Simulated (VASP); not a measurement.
# CdS in VASP: further runs

Runs on CdS. Level: r2SCAN. Tasks: single point.

Program: VASP 6.6.1. These are calculated values, not measurements. Logs are shortened: lines on timing, memory, paths and dates and some standing lists are left out, and cuts for length are marked.

**1. The cell of the first run**

The structure is tetragonal, space group I-4m2 (No. 119). Conventional cell: a = 4.090 Å, b = 4.090 Å, c = 5.878 Å, α = 90.00°, β = 90.00°, γ = 90.00°. Cd (site symmetry -4m2) has 4 S at 2.52 Å within 3.3 Å. Within 3.3 Å of S (site symmetry -4m2) lie 4 Cd at 2.52 Å.

**2. Single point, r2SCAN (biaxial xy strain -1.6%)**

File POSCAR:

```
CdS
1.0
    0.0000000000      2.8918934811      2.9392148400
    2.8918934811      0.0000000000      2.9392148400
    2.8918934811      2.8918934811      0.0000000000
Cd S
1 1
Direct
    0.0000000000      0.0000000000      0.0000000000
    0.2500000000      0.2500000000      0.2500000000
```

File INCAR.step1:

```
SYSTEM = CdS
PREC = Accurate
ENCUT = 520
ISMEAR = 0
SIGMA = 0.01
LREAL = .False.
LASPH = .True.
NELM = 80
NBANDS = 16
GGA = PE
ALGO = Normal
EDIFF = 1E-4
LWAVE = .True.
LCHARG = .False.
```

File INCAR.step2:

```
SYSTEM = CdS
PREC = Accurate
ENCUT = 520
EDIFF = 1E-6
ISMEAR = 0
SIGMA = 0.01
LREAL = .False.
LASPH = .True.
NELM = 80
ALGO = Normal
ISIF = 2
LWAVE = .False.
LCHARG = .False.
METAGGA = R2SCAN
LMIXTAU = .True.
NBANDS = 16
ISTART = 1
```

File KPOINTS:

```
regular mesh
0
Gamma
  8 8 8
  0 0 0
```

Potentials or basis: VASP PAW PBE potentials, release 64 (Cd, S).

Started as:

```console
$ cat potpaw_PBE.64/Cd/POTCAR potpaw_PBE.64/S/POTCAR > POTCAR
$ cp INCAR.step1 INCAR
$ mpirun -np 1 vasp_std > vasp.out
$ cp INCAR.step2 INCAR
$ mpirun -np 1 vasp_std > vasp.out
```

OUTCAR:

```text
SYSTEM = CdS
   PREC = Accurate
   ENCUT = 520
   EDIFF = 1E-6
   ISMEAR = 0
   LREAL = .False.
   LASPH = .True.
   NELM = 80
   ISIF = 2
   METAGGA = R2SCAN
   ISTART = 1

 ion  position               nearest neighbor table
   1  0.000  0.000  0.000-   2 2.52   2 2.52   2 2.52   2 2.52
   2  0.250  0.250  0.250-   1 2.52   1 2.52   1 2.52   1 2.52

  LATTYP: Found a body centered tetragonal cell.
 ALAT       =     4.0897549819
 C/A-ratio  =     1.4373549775

  Lattice vectors:

 A1 = (  -2.8918934811,   0.0000000000,   2.9392148400)
 A2 = (   2.8918934811,   0.0000000000,   2.9392148400)
 A3 = (   0.0000000000,   2.8918934811,  -2.9392148400)

Analysis of symmetry for initial positions (statically):
=====================================================================
 Subroutine PRICEL returns:
 Original cell was already a primitive cell.

 Routine SETGRP: Setting up the symmetry group for a
 body centered tetragonal supercell.

 Subroutine GETGRP returns: Found  8 space group operations
 (whereof  8 operations were pure point group operations)
 out of a pool of 16 trial point group operations.

The static configuration has the point symmetry D_2d.

Analysis of symmetry for dynamics (positions and initial velocities):
=====================================================================
 Subroutine PRICEL returns:
 Original cell was already a primitive cell.

 Routine SETGRP: Setting up the symmetry group for a
 body centered tetragonal supercell.

 Subroutine GETGRP returns: Found  8 space group operations
 (whereof  8 operations were pure point group operations)
 out of a pool of 16 trial point group operations.

The dynamic configuration has the point symmetry D_2d.

 Subroutine INISYM returns: Found  8 space group operations
 (whereof  8 operations are pure point group operations),
 and found     1 'primitive' translations

----------------------------------------------------------------------------------------

                                     Primitive cell

  volume of cell :      49.1616

  direct lattice vectors                    reciprocal lattice vectors
     0.000000000  2.891893481  2.939214840    -0.172897101  0.172897101  0.170113458
     2.891893481  0.000000000  2.939214840     0.172897101 -0.172897101  0.170113458
     2.891893481  2.891893481  0.000000000     0.172897101  0.172897101 -0.170113458

  length of vectors
     4.123352008  4.123352008  4.089754982     0.297868098  0.297868098  0.297868098

  position of ions in fractional coordinates (direct lattice)
     0.000000000  0.000000000  0.000000000
     0.250000000  0.250000000  0.250000000

  ion indices of the primitive-cell ions
   primitive index   ion index
                 1           1
                 2           2

----------------------------------------------------------------------------------------

 KPOINTS: regular mesh

Automatic generation of k-mesh.
 Grid dimensions read from file:
 generate k-points for:    8    8    8

 Generating k-lattice:

  Cartesian coordinates                     Fractional coordinates (reciprocal lattice)
    -0.021612138  0.021612138  0.021264182     0.125000000  0.000000000  0.000000000
     0.021612138 -0.021612138  0.021264182     0.000000000  0.125000000  0.000000000
     0.021612138  0.021612138 -0.021264182     0.000000000  0.000000000  0.125000000

  Length of vectors
     0.037233512  0.037233512  0.037233512

  Shift w.r.t. Gamma in fractional coordinates (k-lattice)
     0.000000000  0.000000000  0.000000000

 Subroutine IBZKPT returns following result:
 ===========================================

 Found     59 irreducible k-points:

 Following reciprocal coordinates:
            Coordinates               Weight
  0.000000  0.000000  0.000000      1.000000
  0.125000 -0.000000  0.000000      8.000000
  0.250000 -0.000000  0.000000      8.000000
  0.375000  0.000000  0.000000      8.000000
  0.500000 -0.000000  0.000000      4.000000
  0.125000  0.125000  0.000000      2.000000
[... 16 lines left out ...]
  0.250000  0.000000  0.125000     16.000000
  0.375000 -0.000000  0.125000     16.000000
 [... further k-points ...]
   k-points           NKPTS =     59   k-points in BZ     NKDIM =     59   number of bands    NBANDS=     16
   number of dos      NEDOS =    301   number of ions     NIONS =      2
   total plane-waves  NPLWV =  30720
   dimension x,y,z NGX =    32 NGY =   32 NGZ =   30
   dimension x,y,z NGXF=    64 NGYF=   64 NGZF=   60
   ions per type =               1   1
   NGX,Y,Z   is equivalent  to a cutoff of  12.90, 12.90, 12.19 a.u.
   NGXF,Y,Z  is equivalent  to a cutoff of  25.80, 25.80, 24.39 a.u.
 SYSTEM =  CdS
   PREC   = accura    normal or accurate (medium, high low for compatibility)
   ISTART =      1    job   : 0-new  1-cont  2-samecut
   ICHARG =      0    charge: 1-file 2-atom 10-const
   ISPIN  =      1    spin polarized calculation?
   LNONCOLLINEAR =      F non collinear calculations
   LSORBIT =      F    spin-orbit coupling
   LASPH  =      T    aspherical Exc in radial PAW
   ENCUT  =  520.0 eV  38.22 Ry    6.18 a.u.   7.67  7.67  7.60*2*pi/ulx,y,z
   NELM   =     80;   NELMIN=  2; NELMDL=  0     # of ELM steps
   EDIFF  = 0.1E-05   stopping-criterion for ELM
   LREAL  =      F    real-space projection
   EDIFFG = 0.1E-04   stopping-criterion for IOM
   NSW    =      0    number of steps for IOM
   IBRION =     -1    ionic relax: 0-MD 1-quasi-New 2-CG
   NFREE  =      0    steps in history (QN), initial steepest desc. (CG)
   ISIF   =      2    stress and relaxation
   ISYM   =      2    0-nonsym 1-usesym 2-fastsym
   POTIM  = 0.5000    time-step for ionic-motion
   TEBEG  =    0.0;   TEEND  =   0.0 temperature during run
   PSTRESS=    0.0 pullay stress
   NELECT =      18.0000    total number of electrons
   NUPDOWN=      -1.0000    fix difference up-down
   EMIN   =  10.00;   EMAX   =-10.00  energy-range for DOS
   EFERMI =   0.00;   METHOD = LEGACY
   ISMEAR =     0;   SIGMA  =   0.01  broadening in eV -4-tet -1-fermi 0-gaus
   EFERMI_NEDOS =   21; number of points for ismear=-14 and -15
   IALGO  =     38    algorithm
   IMIX   =      4    mixing-type and parameters
     AMIX     =   0.40;   BMIX     =  1.00
     AMIX_MAG =   1.60;   BMIX_MAG =  1.00
  volume/ion in A,a.u.               =      24.58       165.88
  Fermi-wavevector in a.u.,A,eV,Ry     =   1.171180  2.213210 18.662607  1.371663
  Thomas-Fermi vector in A             =   2.307628
   LORBIT       =      0    0 simple, 1 ext, 2 COOP (PROOUT), +10 PAW based schemes
   METAGGA = R2SCAN    functional components
   LHFCALC =     F    Hartree Fock is set to
   AEXX    =    0.0000 exact exchange contribution
   IVDW    =     0    specifies the selected vdW correction
   LEPSILON=     F    determine dielectric tensor
   LRPA    =     F    only Hartree local field effects (RPA)
 non-spin polarized calculation
 Gauss-broadening in eV      SIGMA  =   0.01
  energy-cutoff  :      520.00
  volume of cell :       49.16
 maximum number of plane-waves:      1355
   NGX = 15   NGY = 15   NGZ = 15

 number of electron      18.0000003 magnetization

 Free energy of the ion-electron system (eV)
  ---------------------------------------------------
  ext. energy  EPLUGINS =         0.00000000
  ---------------------------------------------------
  free energy    TOTEN  =       -29.67174441 eV

  energy without entropy =      -29.67174441  energy(sigma->0) =      -29.67174441

 E-fermi :   1.1939     XC(G=0):  -9.7800

 val. band max:        1.1474878403   @ k =   0.0000   0.0000   0.0000
 cond. band min:       2.7439496123   @ k =   0.0000   0.0000   0.0000
 fundamental gap:      1.5964617719
 Fermi energy:         1.1939363908

 k-point     1 :       0.0000    0.0000    0.0000
  band No.  band energies     occupation
      1     -11.8045      2.00000
      2      -6.8784      2.00000
      3      -6.8680      2.00000
      4      -6.8680      2.00000
      5      -6.3468      2.00000
      6      -6.3408      2.00000
[... 8 lines left out ...]
     15      13.1698      0.00000
     16      13.2721      0.00000

 k-point     2 :       0.1250   -0.0000    0.0000
  band No.  band energies     occupation
      1     -11.7406      2.00000
      2      -6.8515      2.00000
      3      -6.8437      2.00000
      4      -6.8123      2.00000
      5      -6.3471      2.00000
      6      -6.3424      2.00000
[... 8 lines left out ...]
     15      12.6040      0.00000
     16      13.7021      0.00000

 k-point     3 :       0.2500   -0.0000    0.0000
  band No.  band energies     occupation
      1     -11.5855      2.00000
      2      -6.7987      2.00000
      3      -6.7902      2.00000
      4      -6.6051      2.00000
      5      -6.3390      2.00000
      6      -6.3388      2.00000
[... 8 lines left out ...]
     15      12.3177      0.00000
     16      12.9359      0.00000

 k-point     4 :       0.3750    0.0000    0.0000
  band No.  band energies     occupation
      1     -11.4304      2.00000
      2      -6.7580      2.00000
      3      -6.7473      2.00000
      4      -6.3208      2.00000
      5      -6.3168      2.00000
      6      -6.2245      2.00000
[... 8 lines left out ...]
     15      13.2081      0.00000
     16      13.2547      0.00000
[... 324 lines left out ...]
 k-point    22 :       0.1250    0.0000    0.1250
  band No.  band energies     occupation
      1     -11.7188      2.00000
      2      -6.8312      2.00000
      3      -6.8208      2.00000
      4      -6.8203      2.00000
      5      -6.3585      2.00000
      6      -6.3314      2.00000
[... 8 lines left out ...]
     15      13.1935      0.00000
     16      14.4686      0.00000

 k-point    23 :       0.2500    0.0000    0.1250
  band No.  band energies     occupation
      1     -11.5940      2.00000
      2      -6.7913      2.00000
      3      -6.7683      2.00000
      4      -6.6732      2.00000
      5      -6.3607      2.00000
      6      -6.3175      2.00000
[... 8 lines left out ...]
     15      13.0945      0.00000
     16      14.3789      0.00000

 k-point    24 :       0.3750   -0.0000    0.1250
  band No.  band energies     occupation
      1     -11.4396      2.00000
      2      -6.7477      2.00000
      3      -6.7203      2.00000
      4      -6.4340      2.00000
      5      -6.3022      2.00000
      6      -6.2535      2.00000
[... 8 lines left out ...]
     15      13.6911      0.00000
     16      13.8882      0.00000

 [... further k-points ...]

------------------------ aborting loop because EDIFF is reached ----------------------------------------

  FORCE on cell =-STRESS in cart. coord.  units (eV):
  Direction    XX          YY          ZZ          XY          YZ          ZX
  --------------------------------------------------------------------------------------
  -------------------------------------------------------------------------------------
  Total        0.7757914      0.7757914      0.6936377      0.0000000      0.0000000      0.0000000
  in kB       25.2830583     25.2830583     22.6056702      0.0000000      0.0000000      0.0000000
  external PRESSURE =      24.3905956 kB  Pullay stress =       0.0000000 kB

 VOLUME and BASIS-vectors are now :
 -----------------------------------------------------------------------------
  energy-cutoff  :      520.00
  volume of cell :       49.16
      direct lattice vectors                 reciprocal lattice vectors
     0.000000000  2.891893481  2.939214840    -0.172897101  0.172897101  0.170113458
     2.891893481  0.000000000  2.939214840     0.172897101 -0.172897101  0.170113458
     2.891893481  2.891893481  0.000000000     0.172897101  0.172897101 -0.170113458

 POSITION                                       TOTAL-FORCE (eV/Angst)
 -----------------------------------------------------------------------------------
      0.00000      0.00000      0.00000        -0.000000     -0.000000      0.000000
      1.44595      1.44595      1.46961         0.000000      0.000000     -0.000000
 -----------------------------------------------------------------------------------
    total drift:                               -0.000060     -0.000060      0.000000

  FREE ENERGIE OF THE ION-ELECTRON SYSTEM (eV)
  ---------------------------------------------------
  free  energy   TOTEN  =       -29.6717444092 eV

  energy  without entropy=      -29.6717444092  energy(sigma->0) =      -29.67174441
```

Wall time 3.5 min (1 thread of Intel Xeon 8259CL, shared host); peak memory 0.21 GiB.

Results:

* Free energy: -29.6717 eV
* Pressure: 2.4 GPa
* Band gap on the k mesh: 1.60 eV

Caveat: the cell differs from its parent crystal (biaxial xy strain -1.6%); the PAW data sets were made with another functional, which shifts forces and pressure a little.

[end of part 1 of 2]
